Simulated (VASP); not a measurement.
Set up this calculation in VASP 6.6.1, as the native input.

```
Task                   : single point
Functional             : revPBE
Dispersion             : D3(BJ)
Potentials or basis    : VASP PAW PBE potentials, release 64 (Pb_d, S)
Cutoff                 : 520 eV
k mesh                 : 7 × 7 × 7
Occupations            : fermi-dirac, width 0.05 eV
Spin                   : no spin polarisation
Dipole correction      : no
Further INCAR settings : ALGO = Normal; EDIFF = 1e-06; NBANDS = 17
```

The structure of PbS lies in POSCAR:

```
PbS
1.0
    3.5833332727      0.0000000000      0.0000000000
    0.0000000000      3.5833332727      0.0000000000
    0.0000000000      0.0000000000      3.5833332727
Pb S
1 1
Direct
    0.0000000000      0.0000000000      0.0000000000
    0.5000000000      0.5000000000      0.5000000000
```

These files were run (other wordings do the same):

INCAR

```
PREC = Accurate ; ENCUT = 520
EDIFF = 1E-6 ; ISMEAR = -1
SIGMA = 0.05 ; LREAL = F
LASPH = T ; NELM = 80
ALGO = Normal ; ISIF = 2
LWAVE = F ; LCHARG = F
GGA = RE ; IVDW = 12
NBANDS = 17
```

KPOINTS

```
regular mesh
0
Gamma
  7 7 7
```

Potentials or basis: VASP PAW PBE potentials, release 64 (Pb_d, S).

Launch:

```sh
$ cat potpaw_PBE.64/Pb_d/POTCAR potpaw_PBE.64/S/POTCAR > POTCAR
$ mpirun -np 1 vasp_std > vasp.out
```

Results of the run:

```json
{
  "Pressure": "-0.1 GPa",
  "Band gap on the k mesh": "zero (filled and empty bands overlap)",
  "Dispersion energy per atom": "-0.746 eV"
}
```

Caveat: the PAW data sets were made with another functional, which shifts forces and pressure a little; spin-orbit coupling is left out, which moves the levels of the heavy elements; pairwise dispersion overbinds metals, which lowers pressure and volume.

Wall time 19 s on 1 thread of Intel(R) Xeon(R) Platinum 8259CL CPU @ 2.50GHz (Skylake/Cascade Lake) (shared host), peak memory 0.16 GiB.
